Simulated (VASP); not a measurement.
Input of a VASP 6.6.1 run:

The input INCAR:

```
SYSTEM = ZnS
  ALGO = Normal
  EDIFF = 1E-6
  ENCUT = 520
  GGA = PE
  ISIF = 2
  ISMEAR = 0
  LASPH = .True.
  LCHARG = .True.
  LELF = .True.
  LREAL = .False.
  LVHAR = .True.
  LWAVE = .False.
  NBANDS = 26
  NELM = 100
  PREC = Accurate
  SIGMA = 0.05
```

Contents of KPOINTS:

```
k-points
0
Gamma
  12 12 6
  0 0 0
```

File POSCAR:

```
ZnS
1.0
    3.8109987816      0.0000000000      0.0000000000
   -1.9054993908      3.3004217586      0.0000000000
    0.0000000000      0.0000000000      6.2340000000
Zn S
2 2
Direct
    0.3333333333      0.6666666667      0.0000000000
    0.6666666667      0.3333333333      0.5000000000
    0.3333333333      0.6666666667      0.4451539942
    0.6666666667      0.3333333333      0.8850000000
```

Potentials or basis: VASP PAW PBE potentials, release 64 (Zn, S).

Command:

```console
$ cat potpaw_PBE.64/Zn/POTCAR potpaw_PBE.64/S/POTCAR > POTCAR
$ mpirun -np 1 vasp_std > vasp.out
```

**Question.** Predict the band gap on the k mesh.

**Answer.** 2.23 eV (least direct gap 2.26 eV).

**Question.** Estimate the largest force.

**Answer.** 1.947 eV/Å.

**Question.** Predict the pressure.

**Answer.** 4.8 GPa.

Forces in eV/Å, atoms in the order of the input:
```
Zn   0.000  0.000  0.526
Zn   0.000  0.000  0.452
S    0.000  0.000 -1.947
S    0.000  0.000  0.969
```

Caveat: the cell differs from its parent crystal (atom 3 (S) moved +0.375 Å along Cartesian [0 0 1]); the stress differs along the axes, from 1 to 6 GPa; forces of over 1 eV/Å act on the atoms, so gaps and moduli don't describe the material at rest. A k mesh can miss the band edges.
